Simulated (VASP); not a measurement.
Set up this calculation in VASP 6.6.1, as the native input.

| Item | Value |
| --- | --- |
| Task | single point |
| Functional | PBE |
| Potentials or basis | VASP PAW PBE potentials, release 64 (Ta_pv, N) |
| Cutoff | 520 eV |
| k mesh | 6 × 6 × 4 |
| Occupations | gaussian, width 0.1 eV |
| Spin | no spin polarisation |
| Dipole correction | no |
| Further INCAR settings | ALGO = Normal; EDIFF = 1e-07; NBANDS = 27 |

The structure of Ta3N lies in POSCAR:

```
Ta3N
1.0
    3.0322239879      0.0000000000      0.0000000000
   -1.5161119940      2.6259830035      0.0000000000
    0.0000000000      0.0000000000      7.5241370000
Ta N
3 1
Direct
    0.0000000000      0.0000000000      0.5000000000
    0.3333333300      0.6666666700      0.1739300000
    0.6666666700      0.3333333300      0.8260700000
    0.0000000000      0.0000000000      0.0000000000
```

One way to write it, as run:

INCAR

```
ALGO = Normal
EDIFF = 1E-7
ENCUT = 520
GGA = PE
ISIF = 2
ISMEAR = 0
LASPH = T
LCHARG = T
LELF = T
LREAL = F
LVHAR = T
LWAVE = F
NBANDS = 27
NELM = 100
PREC = Accurate
SIGMA = 0.1
```

KPOINTS

```
k-points
0
Gamma
  6 6 4
```

Potentials or basis: VASP PAW PBE potentials, release 64 (Ta_pv, N).

Command:

```console
$ cat potpaw_PBE.64/Ta_pv/POTCAR potpaw_PBE.64/N/POTCAR > POTCAR
$ mpirun -np 1 vasp_std > vasp.out
```

Results of the run:

```yaml
Pressure: 0.2 GPa
Band_gap_on_the_k_mesh: zero (bands 19 and 20 overlap by 0.48 eV)
```

Caveat: the k points lie up to 0.40 Å⁻¹ apart; spin-orbit coupling is left out, which moves the levels of the heavy elements.

It took 48 s on 1 thread of Intel(R) Xeon(R) Platinum 8375C CPU @ 2.90GHz (Ice Lake), on a shared host, peak memory 0.19 GiB.
